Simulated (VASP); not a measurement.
# Ge2Sb2Te5 (P-3m1) in VASP: further runs

Ge2Sb2Te5 is run at these levels: PBEsol; tasks: single point.

Everything below comes from runs of VASP 6.6.1. Logs are shortened: lines on timing, memory, paths and dates and some standing lists are left out, and cuts for length are marked.

## (1) The cell of the first run

The structure is trigonal, space group P-3m1 (No. 164). The conventional cell has a = 4.202 Å, b = 4.202 Å, c = 17.856 Å, α = 90.00°, β = 90.00°, γ = 120.00°. Within 3.7 Å of Ge (site symmetry 3m) lie 6 Te at 2.81 to 3.17 Å. Sb (site symmetry 3m) has 6 Te at 2.99 to 3.14 Å within 3.9 Å. Te (site symmetry -3m) has 6 Sb at 3.14 Å and 12 Te at 4.20 to 4.46 Å within 4.5 Å. Te (site symmetry 3m) has 3 Sb at 2.99 Å and 3 Ge at 3.17 Å within 3.9 Å. Within 3.7 Å of Te (site symmetry 3m) lie 3 Ge at 2.81 Å.

## (2) Single point, PBEsol (the distance across one plane changed)

The input, INCAR:

```
SYSTEM = Ge2Sb2Te5
PREC = Accurate ; ENCUT = 520
EDIFF = 1E-6 ; ISMEAR = 0
SIGMA = 0.15 ; LREAL = .False.
LASPH = .True. ; NELM = 60
ALGO = Normal ; ISIF = 2
LWAVE = .False. ; LCHARG = .True.
GGA = PS ; LELF = .True.
LVHAR = .True. ; NBANDS = 44
```

The input, KPOINTS:

```
Automatic mesh
0
Gamma
  11 11 3
  0 0 0
```

The input, POSCAR:

```
Ge2Sb2Te5
1.0
   -4.2017346381      0.0000000000      0.0000000000
   -2.1008673191     -3.6388089366      0.0000000000
    0.0000000000      0.0000000000     17.8560817248
Ge Sb Te
2 2 5
Direct
    1.0000000000      1.0000000000      0.8029049855
    0.0000000000      0.0000000000      0.1550925186
    0.3333333333      0.3333333333      0.5907913849
    0.6666666667      0.6666666667      0.3672061192
    0.0000000000      0.0000000000      0.4789987520
    0.3333333333      0.3333333333      0.2692531163
    0.6666666667      0.6666666667      0.6887443878
    0.3333333333      0.3333333333      0.8820112244
    0.6666666667      0.6666666667      0.0759862796
```

Potentials or basis: VASP PAW PBE potentials, release 64 (Ge_d, Sb, Te).

Launch:

```sh
$ cat potpaw_PBE.64/Ge_d/POTCAR potpaw_PBE.64/Sb/POTCAR potpaw_PBE.64/Te/POTCAR > POTCAR
$ mpirun -np 1 vasp_std > vasp.out
```

OUTCAR:

```text
SYSTEM = Ge2Sb2Te5
   PREC = Accurate
   ENCUT = 520
   EDIFF = 1E-6
   ISMEAR = 0
   LREAL = .False.
   LASPH = .True.
   NELM = 60
   ISIF = 2
   GGA = PS

 ion  position               nearest neighbor table
   1  0.000  0.000  0.803-   8 2.81   8 2.81   8 2.81   7 3.17   7 3.17   7 3.17
   2  0.000  0.000  0.155-   9 2.81   9 2.81   9 2.81   6 3.17   6 3.17   6 3.17
   3  0.333  0.333  0.591-   7 2.99   7 2.99   7 2.99   5 3.14   5 3.14   5 3.14
   4  0.667  0.667  0.367-   6 2.99   6 2.99   6 2.99   5 3.14   5 3.14   5 3.14
   5  0.000  0.000  0.479-   4 3.14   4 3.14   4 3.14   3 3.14   3 3.14   3 3.14
   6  0.333  0.333  0.269-   4 2.99   4 2.99   4 2.99   2 3.17   2 3.17   2 3.17
   7  0.667  0.667  0.689-   3 2.99   3 2.99   3 2.99   1 3.17   1 3.17   1 3.17
   8  0.333  0.333  0.882-   1 2.81   1 2.81   1 2.81
   9  0.667  0.667  0.076-   2 2.81   2 2.81   2 2.81

  LATTYP: Found a hexagonal cell.
 ALAT       =     4.2017346382
 C/A-ratio  =     4.2496928679

  Lattice vectors:

 A1 = (   2.1008673191,   3.6388089366,   0.0000000000)
 A2 = (  -4.2017346381,   0.0000000000,   0.0000000000)
 A3 = (   0.0000000000,   0.0000000000,  17.8560817248)

Analysis of symmetry for initial positions (statically):
=====================================================================
 Subroutine PRICEL returns:
 Original cell was already a primitive cell.

 Routine SETGRP: Setting up the symmetry group for a
 hexagonal supercell.

 Subroutine GETGRP returns: Found 12 space group operations
 (whereof  6 operations were pure point group operations)
 out of a pool of 24 trial point group operations.

The static configuration has the point symmetry C_3v.
 The point group associated with its full space group is D_3d.

Analysis of symmetry for dynamics (positions and initial velocities):
=====================================================================
 Subroutine PRICEL returns:
 Original cell was already a primitive cell.

 Routine SETGRP: Setting up the symmetry group for a
 hexagonal supercell.

 Subroutine GETGRP returns: Found 12 space group operations
 (whereof  6 operations were pure point group operations)
 out of a pool of 24 trial point group operations.

The dynamic configuration has the point symmetry C_3v.
 The point group associated with its full space group is D_3d.

 Subroutine INISYM returns: Found 12 space group operations
 (whereof  6 operations are pure point group operations),
 and found     1 'primitive' translations

----------------------------------------------------------------------------------------

                                     Primitive cell

  volume of cell :     273.0072

  direct lattice vectors                    reciprocal lattice vectors
    -4.201734638  0.000000000  0.000000000    -0.237996943  0.137407599  0.000000000
    -2.100867319 -3.638808937  0.000000000     0.000000000 -0.274815198  0.000000000
     0.000000000  0.000000000 17.856081725     0.000000000  0.000000000  0.056003328

  length of vectors
     4.201734638  4.201734638 17.856081725     0.274815198  0.274815198  0.056003328

  position of ions in fractional coordinates (direct lattice)
     0.000000000  0.000000000  0.802904985
     0.000000000  0.000000000  0.155092519
     0.333333333  0.333333333  0.590791385
     0.666666667  0.666666667  0.367206119
     0.000000000  0.000000000  0.478998752
     0.333333333  0.333333333  0.269253116
     0.666666667  0.666666667  0.688744388
     0.333333333  0.333333333  0.882011224
     0.666666667  0.666666667  0.075986280

  ion indices of the primitive-cell ions
   primitive index   ion index
                 1           1
                 2           2
                 3           3
                 4           4
                 5           5
                 6           6
                 7           7
                 8           8
                 9           9

----------------------------------------------------------------------------------------

 KPOINTS: Automatic mesh

Automatic generation of k-mesh.
 Grid dimensions read from file:
 generate k-points for:   11   11    3

 Generating k-lattice:

  Cartesian coordinates                     Fractional coordinates (reciprocal lattice)
    -0.021636086  0.012491600  0.000000000     0.090909091  0.000000000  0.000000000
     0.000000000 -0.024983200  0.000000000     0.000000000  0.090909091  0.000000000
     0.000000000  0.000000000  0.018667776     0.000000000  0.000000000  0.333333333

  Length of vectors
     0.024983200  0.024983200  0.018667776

  Shift w.r.t. Gamma in fractional coordinates (k-lattice)
     0.000000000  0.000000000  0.000000000

 Subroutine IBZKPT returns following result:
 ===========================================

 Found     42 irreducible k-points:

 Following reciprocal coordinates:
            Coordinates               Weight
  0.000000  0.000000  0.000000      1.000000
  0.090909 -0.000000  0.000000      6.000000
[... 38 lines left out ...]
   NUPDOWN=      -1.0000    fix difference up-down
   EMIN   =  10.00;   EMAX   =-10.00  energy-range for DOS
   EFERMI =   0.00;   METHOD = LEGACY
   ISMEAR =     0;   SIGMA  =   0.15  broadening in eV -4-tet -1-fermi 0-gaus
   EFERMI_NEDOS =   21; number of points for ismear=-14 and -15
   IALGO  =     38    algorithm
   IMIX   =      4    mixing-type and parameters
     AMIX     =   0.40;   BMIX     =  1.00
     AMIX_MAG =   1.60;   BMIX_MAG =  1.00
  volume/ion in A,a.u.               =      30.33       204.70
  Fermi-wavevector in a.u.,A,eV,Ry     =   1.030038  1.946489 14.435478  1.060978
  Thomas-Fermi vector in A             =   2.164116
   LORBIT       =      0    0 simple, 1 ext, 2 COOP (PROOUT), +10 PAW based schemes
   GGA     = PS    functional components
   LHFCALC =     F    Hartree Fock is set to
   AEXX    =    0.0000 exact exchange contribution
   IVDW    =     0    specifies the selected vdW correction
   LEPSILON=     F    determine dielectric tensor
   LRPA    =     F    only Hartree local field effects (RPA)
 non-spin polarized calculation
 Gauss-broadening in eV      SIGMA  =   0.15
  energy-cutoff  :      520.00
  volume of cell :      273.01
 maximum number of plane-waves:      7394
   NGX = 15   NGY = 15   NGZ = 67

 number of electron      68.0000011 magnetization

 Free energy of the ion-electron system (eV)
  ---------------------------------------------------
  ext. energy  EPLUGINS =         0.00000000
  ---------------------------------------------------
  free energy    TOTEN  =       -37.36165903 eV

  energy without entropy =      -37.35162893  energy(sigma->0) =      -37.35664398

 E-fermi :   6.2109     XC(G=0):  -9.5153

 val. band max:        6.1761316466   @ k =   0.0909  -0.0000   0.3333
 cond. band min:       6.2457013079   @ k =   0.0000   0.0000   0.0000
 fundamental gap:      0.0695696613
 Fermi energy:         6.2108883715

 k-point     1 :       0.0000    0.0000    0.0000
  band No.  band energies     occupation
      1     -18.5618      2.00000
      2     -18.5618      2.00000
      3     -18.5618      2.00000
      4     -18.5618      2.00000
      5     -18.5483      2.00000
      6     -18.5483      2.00000
[... 36 lines left out ...]
     43       8.2106      0.00000
     44       8.5209      0.00000

 k-point     2 :       0.0909   -0.0000    0.0000
  band No.  band energies     occupation
      1     -18.5620      2.00000
      2     -18.5620      2.00000
      3     -18.5616      2.00000
      4     -18.5616      2.00000
      5     -18.5485      2.00000
      6     -18.5484      2.00000
[... 36 lines left out ...]
     43       8.4942      0.00000
     44       8.6586      0.00000

 k-point     3 :       0.1818    0.0000    0.0000
  band No.  band energies     occupation
      1     -18.5625      2.00000
      2     -18.5625      2.00000
      3     -18.5610      2.00000
      4     -18.5610      2.00000
      5     -18.5488      2.00000
      6     -18.5488      2.00000
[... 976 lines left out ...]
     43       9.2161      0.00000
     44       9.2170      0.00000

 k-point    24 :       0.3636   -0.0000    0.3333
  band No.  band energies     occupation
      1     -18.5639      2.00000
      2     -18.5639      2.00000
      3     -18.5595      2.00000
      4     -18.5595      2.00000
      5     -18.5496      2.00000
      6     -18.5496      2.00000
[... 36 lines left out ...]
     43       9.2194      0.00000
     44       9.6228      0.00000

 [... further k-points ...]

------------------------ aborting loop because EDIFF is reached ----------------------------------------

  FORCE on cell =-STRESS in cart. coord.  units (eV):
  Direction    XX          YY          ZZ          XY          YZ          ZX
  --------------------------------------------------------------------------------------
  -------------------------------------------------------------------------------------
  Total       -0.6830216     -0.6830216     -0.3488901     -0.0000000      0.0000000     -0.0000000
  in kB       -4.0083991     -4.0083991     -2.0475063     -0.0000000      0.0000000     -0.0000000
  external PRESSURE =      -3.3547681 kB  Pullay stress =       0.0000000 kB

 VOLUME and BASIS-vectors are now :
 -----------------------------------------------------------------------------
  energy-cutoff  :      520.00
  volume of cell :      273.01
      direct lattice vectors                 reciprocal lattice vectors
    -4.201734638  0.000000000  0.000000000    -0.237996943  0.137407599  0.000000000
    -2.100867319 -3.638808937  0.000000000     0.000000000 -0.274815198  0.000000000
     0.000000000  0.000000000 17.856081725     0.000000000  0.000000000  0.056003328

 POSITION                                       TOTAL-FORCE (eV/Angst)
 -----------------------------------------------------------------------------------
      0.00000      0.00000     14.33674         0.000000      0.000000      0.039612
      0.00000      0.00000      2.76934        -0.000000     -0.000000     -0.039612
     -2.10087     -1.21294     10.54922        -0.000000     -0.000000     -0.009788
     -4.20173     -2.42587      6.55686         0.000000      0.000000      0.009788
      0.00000      0.00000      8.55304        -0.000000      0.000000      0.000000
     -2.10087     -1.21294      4.80781         0.000000     -0.000000     -0.012921
     -4.20173     -2.42587     12.29828        -0.000000      0.000000      0.012921
     -2.10087     -1.21294     15.74926         0.000000     -0.000000      0.083282
     -4.20173     -2.42587      1.35682        -0.000000     -0.000000     -0.083282
 -----------------------------------------------------------------------------------
    total drift:                                0.000000      0.000000      0.000123

  FREE ENERGIE OF THE ION-ELECTRON SYSTEM (eV)
  ---------------------------------------------------
  free  energy   TOTEN  =       -37.3616590306 eV

  energy  without entropy=      -37.3516289289  energy(sigma->0) =      -37.35664398
```

Wall time 6.8 min (1 thread of Intel Xeon 6975P-C (Granite Rapids), shared host); peak memory 0.69 GiB.

What came out:

| Property | Result |
| --- | --- |
| Free energy | -37.3617 eV |
| Pressure | -0.3 GPa |
| Largest force | 0.083 eV/Å |
| Band gap on the k mesh | 0.07 eV (least direct gap 0.11 eV) |

Forces in eV/Å, atoms in the order of the input:
```
Ge   0.000  0.000  0.040
Ge   0.000  0.000 -0.040
Sb   0.000  0.000 -0.010
Sb   0.000  0.000  0.010
Te   0.000  0.000  0.000
Te   0.000  0.000 -0.013
Te   0.000  0.000  0.013
Te   0.000  0.000  0.083
Te   0.000  0.000 -0.083
```

Levels at points of the mesh, in eV from the valence-band top:
```
           k point  band 30  band 31  band 32  band 33  band 34  band 35  band 36  band 37  band 38  band 39
(0.00, 0.00, 0.00)    -1.37    -1.37    -1.15    -0.97    -0.04     0.07     0.10     0.10     1.01     1.01
```

Caveat: the cell differs from its parent crystal (the distance across one plane changed); the PAW data sets were made with another functional, which shifts forces and pressure a little; spin-orbit coupling is left out, which moves the levels of the heavy elements; an odd mesh through Γ misses points on the zone boundary, where band edges can lie; this functional lacks dispersion, which binds the layers, so the pressure and a relaxed spacing across them are unreliable.

## (3) Single point, PBEsol (the distance across one plane changed)

The input, INCAR:

```
SYSTEM = Ge2Sb2Te5
  ALGO = Normal
  EDIFF = 1E-7
  ENCUT = 520
  GGA = PS
  ISIF = 2
  ISMEAR = 0
  LASPH = .TRUE.
  LCHARG = .FALSE.
  LREAL = .FALSE.
  LWAVE = .FALSE.
  NBANDS = 44
  NELM = 60
  PREC = Accurate
  SIGMA = 0.15
```

The input, KPOINTS:

```
k-points
0
G
  11 11 3
  0 0 0
```

The input, POSCAR:

```
Ge2Sb2Te5
1.0
   -4.2017346381      0.0000000000      0.0000000000
   -2.1008673191     -3.6388089366      0.0000000000
    0.0000000000      0.0000000000     19.1060817248
Ge Sb Te
2 2 5
Direct
    1.0000000000      1.0000000000      0.7503755738
    0.0000000000      0.0000000000      0.1449457155
    0.3333333333      0.3333333333      0.5521393346
    0.6666666667      0.6666666667      0.3431819547
    0.0000000000      0.0000000000      0.4476606447
    0.3333333333      0.3333333333      0.2516374481
    0.6666666667      0.6666666667      0.6436838413
    0.3333333333      0.3333333333      0.8243063509
    0.6666666667      0.6666666667      0.0710149385
```

Potentials or basis: VASP PAW PBE potentials, release 64 (Ge_d, Sb, Te).

Launch:

```sh
$ cat potpaw_PBE.64/Ge_d/POTCAR potpaw_PBE.64/Sb/POTCAR potpaw_PBE.64/Te/POTCAR > POTCAR
$ mpirun -np 1 vasp_std > vasp.out
```

It took 17 min on 1 thread of Intel Xeon Platinum 8375C at 2.90GHz (Ice Lake), shared host; peak memory 0.69 GiB.

Results (log left out):

| Property | Result |
| --- | --- |
| Free energy | -37.2775 eV |
| Pressure | -0.4 GPa |
| Largest force | 0.059 eV/Å |
| Band gap on the k mesh | 0.13 eV (least direct gap 0.38 eV) |

Forces on the atoms (eV/Å):
```
Ge   0.000  0.000  0.059
Ge   0.000  0.000 -0.059
Sb   0.000  0.000 -0.006
Sb   0.000  0.000  0.006
Te   0.000  0.000  0.000
Te   0.000  0.000 -0.016
Te   0.000  0.000  0.016
Te   0.000  0.000 -0.016
Te   0.000  0.000  0.016
```

Stress tensor (GPa, compression positive):
```
-0.53  0.00  0.00
 0.00 -0.53  0.00
 0.00  0.00  0.00
```

Levels at points of the mesh, in eV from the valence-band top:
```csv
k point,band 31,band 32,band 33,band 34,band 35,band 36,band 37,band 38
"(0.00, 0.00, 0.00)",-1.19,-0.86,-0.73,-0.25,0.13,0.28,0.28,1.17
```

Caveat: the cell differs from its parent crystal (the distance across one plane changed); the PAW data sets were made with another functional, which shifts forces and pressure a little; spin-orbit coupling is left out, which moves the levels of the heavy elements; an odd mesh through Γ misses points on the zone boundary, where band edges can lie; this functional lacks dispersion, which binds the layers, so the pressure and a relaxed spacing across them are unreliable.

## (4) Single point, PBEsol (the distance across one plane changed)

The input, INCAR:

```
SYSTEM = Ge2Sb2Te5
PREC = Accurate ; ENCUT = 520
EDIFF = 1E-7 ; ISMEAR = 0
SIGMA = 0.15 ; LREAL = .False.
LASPH = .True. ; NELM = 100
ALGO = Normal ; ISIF = 2
LWAVE = .False. ; LCHARG = .True.
GGA = PS ; LELF = .True.
LVHAR = .True. ; NBANDS = 44
```

The input, KPOINTS:

```
Automatic mesh
0
Gamma
  11 11 3
  0 0 0
```

The input, POSCAR:

```
Ge2Sb2Te5
1.0
   -4.2017346381      0.0000000000      0.0000000000
   -2.1008673191     -3.6388089366      0.0000000000
    0.0000000000      0.0000000000     21.6060817248
Ge Sb Te
2 2 5
Direct
    1.0000000000      1.0000000000      0.6635509955
    0.0000000000      0.0000000000      0.1281743132
    0.3333333333      0.3333333333      0.4882523072
    0.6666666667      0.6666666667      0.3034730016
    0.0000000000      0.0000000000      0.3958626544
    0.3333333333      0.3333333333      0.2225209416
    0.6666666667      0.6666666667      0.5692043672
    0.3333333333      0.3333333333      0.7289273782
    0.6666666667      0.6666666667      0.0627979305
```

Launch:

```sh
$ cat potpaw_PBE.64/Ge_d/POTCAR potpaw_PBE.64/Sb/POTCAR potpaw_PBE.64/Te/POTCAR > POTCAR
$ mpirun -np 1 vasp_std > vasp.out
```

Run time: 15 min. Hardware: 1 thread of AMD EPYC 9R45 (Zen 5), shared host; peak memory 0.75 GiB.

It converged, with:

| Item | Value |
| --- | --- |
| Free energy | -37.2601 eV |
| Pressure | -0.3 GPa |
| Largest force | 0.059 eV/Å |
| Band gap on the k mesh | 0.18 eV (least direct gap 0.48 eV) |

Forces in eV/Å, atoms in the order of the input:
```
Ge   0.000  0.000  0.059
Ge   0.000  0.000 -0.059
Sb   0.000  0.000 -0.005
Sb   0.000  0.000  0.005
Te   0.000  0.000  0.000
Te   0.000  0.000 -0.017
Te   0.000  0.000  0.017
Te   0.000  0.000 -0.041
Te   0.000  0.000  0.041
```

Stress tensor (GPa, compression positive):
```
-0.47  0.00  0.00
 0.00 -0.47  0.00
 0.00  0.00  0.07
```

Levels at points of the mesh, in eV from the valence-band top:
```csv
k point,band 31,band 32,band 33,band 34,band 35,band 36,band 37,band 38
"(0.00, 0.00, 0.00)",-1.14,-0.87,-0.49,-0.37,0.18,0.33,0.33,1.22
```

Caveat: the cell differs from its parent crystal (the distance across one plane changed); the PAW data sets were made with another functional, which shifts forces and pressure a little; spin-orbit coupling is left out, which moves the levels of the heavy elements; an odd mesh through Γ misses points on the zone boundary, where band edges can lie.

## (5) The runs side by side

| cell | gap on the mesh (eV) | pressure (GPa) | largest force (eV/Å) |
| --- | --- | --- | --- |
| a = 4.202, b = 4.202, c = 17.856 Å, angles 90.0, 90.0, 60.0°, 9 atoms | 0.07 | -0.3 | 0.08 |
| a = 4.202, b = 4.202, c = 19.106 Å, angles 90.0, 90.0, 60.0°, 9 atoms | 0.13 | -0.4 | 0.06 |
| a = 4.202, b = 4.202, c = 21.606 Å, angles 90.0, 90.0, 60.0°, 9 atoms | 0.18 | -0.3 | 0.06 |

Alike in all rows: task single point; level PBEsol; potentials or basis VASP PAW PBE potentials, release 64 (Ge_d, Sb, Te); no spin polarisation; k mesh 11 × 11 × 3; cutoff (eV) 520; smearing gaussian 0.15 eV.

Caveats: the PAW data sets were made with another functional, which shifts forces and pressure a little; spin-orbit coupling is left out, which moves the levels of the heavy elements; an odd mesh through Γ misses points on the zone boundary, where band edges can lie; this functional lacks dispersion, which binds the layers, so the pressure and a relaxed spacing across them are unreliable (at least some runs).

Total energies depend on the potentials used, so only differences within one code and one set of settings carry meaning.
